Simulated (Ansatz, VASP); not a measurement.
## Two plane-wave programs on Mg2CdS3

```
Mg Cd S
1.0
    -0.00144   -4.09038    0.00032
     8.17886    0.00282   -0.00041
    -2.04438    2.04377    8.62611
Mg Cd S
4 2 6
Direct
  0.83085 0.41539 0.66168
  0.83077 0.91540 0.66169
  0.16953 0.08456 0.33825
  0.16885 0.58457 0.33831
  0.49941 0.25002 0.99996
  0.50030 0.74999 0.00000
  0.58961 0.04463 0.17833
  0.58895 0.54460 0.17837
  0.25008 0.37499 0.50002
  0.24999 0.87503 0.50002
  0.91046 0.20542 0.82168
  0.91119 0.70540 0.82169
```

Change from the starting cell: cell x2, atoms moved at random (sigma 0.15 Å) and cell strained at random (1.5 %), then relaxed without symmetry.

Alike in both runs: functional PBE; k mesh 4 × 2 × 4; occupations gaussian, width 0.1 eV; no spin polarisation.

Ansatz relaxed the structure, and its values are those at the end. VASP's run is a single point on that final structure, the one shown.

|  | VASP | Ansatz |
| --- | --- | --- |
| version | VASP 6.6.1 | Ansatz 0.2.0 |
| potentials or method | VASP PAW PBE potentials, release 64 (Mg, Cd, S), cutoff 520 eV | scalar-relativistic, plane waves, PAW |
| valence electrons in the cell | 68 | 116 |

```csv
,VASP,Ansatz,Ansatz less VASP
gap on the k mesh at the Fermi level (eV),2.37,2.37,0.000
least direct gap on the mesh (eV),2.37,2.37,0.000
pressure (GPa),0.0,0.0,-0.01
rms of the force components (eV/Å),0.013,0.003,-0.0097
```

VASP's potentials hold 68 valence electrons a cell and Ansatz's 116, so a difference there can come from the potentials and not from the codes.
